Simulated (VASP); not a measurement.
A run of VASP 6.6.1 is set up as follows.

File INCAR:

```
PREC = Accurate
ENCUT = 520
EDIFF = 1E-7
ISMEAR = 0
SIGMA = 0.05
LREAL = False
LASPH = True
NELM = 80
ALGO = Normal
ISIF = 2
LWAVE = False
LCHARG = False
GGA = PE
NBANDS = 16
```

KPOINTS

```
Automatic mesh
0
Gamma
  12 12 4
```

The input POSCAR:

```
BN
1.0
    2.5121751215      0.0000000000      0.0000000000
   -1.2560875608      2.1756074740      0.0000000000
    0.0000000000      0.0000000000      8.3436910039
B N
2 2
Direct
    0.3721815680      0.6951055483      0.2500000000
    0.7055149014      0.3617722149      0.7500000000
    0.3333333333      0.6666666667      0.7500000000
    0.6666666667      0.3333333333      0.2500000000
```

Potentials or basis: VASP PAW PBE potentials, release 64 (B, N).

Launch:

```bash
$ cat potpaw_PBE.64/B/POTCAR potpaw_PBE.64/N/POTCAR > POTCAR
$ mpirun -np 1 vasp_std > vasp.out
```

Task: Predict the largest force.

Result: 3.907 eV/Å.

Task: What does it give for the pressure?

Result: 2.3 GPa.

Task: Predict the band gap on the k mesh.

Result: 4.24 eV, indirect (least direct gap 4.67 eV).

Stress tensor (GPa, compression positive):
```
 3.55  0.93  0.00
 0.93  3.48  0.00
 0.00  0.00 -0.08
```

Caveat: the cell differs from its parent crystal (all B atoms moved +0.087 Å, as atom 1 along Cartesian [1 1 0]); this functional lacks dispersion, which binds the layers, so the pressure and a relaxed spacing across them are unreliable; forces of over 1 eV/Å act on the atoms, so gaps and moduli don't describe the material at rest. A k mesh can miss the band edges.
